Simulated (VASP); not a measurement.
Runs of VASP 6.6.1 on Pd. The structure is that of space group Fm-3m (No. 225), or close to it. The cells are those of the table. 

```csv
task,cell,gap on the mesh (eV),pressure (GPa)
single point,"a = 2.700 Å, angles 60.0°, 1 atom",none,9.7
relaxation of cell and atoms,"relaxed to 5 GPa from a = 2.751 Å, angles 60.0°, 1 atom",none,5.0
single point,"a = 2.719 Å, angles 60.0°, 1 atom",none,4.7
relaxation of cell and atoms,"relaxed to 10 GPa from a = 2.751 Å, angles 60.0°, 1 atom",none,9.9
single point,"a = 2.740 Å, angles 60.0°, 1 atom",none,(a)
relaxation of cell and atoms,"relaxed to 20 GPa from a = 2.751 Å, angles 60.0°, 1 atom",none,20.0
relaxation of cell and atoms,"relaxed from a = 2.751 Å, angles 60.0°, 1 atom",none,0.0
single point,"a = 2.669 Å, angles 60.0°, 1 atom",none,19.7
```

Alike in all rows: level PBEsol; potentials or basis VASP PAW PBE potentials, release 64 (Pd); no spin polarisation; k mesh 10 × 10 × 10; cutoff (eV) 500; smearing gaussian 0.1 eV.

Fill in the values left out.

(a) -0.3.

Caveats: the PAW data sets were made with another functional, which shifts forces and pressure a little; the cell stands under pressure (at least some runs); the cell is relaxed towards a set pressure, so the run minimises the enthalpy, not the energy (at least some runs).

A k mesh can miss the band edges, and the runs leave out spin-orbit coupling on Pd.

A gap of «none» marks levels without a gap at the run's occupations.
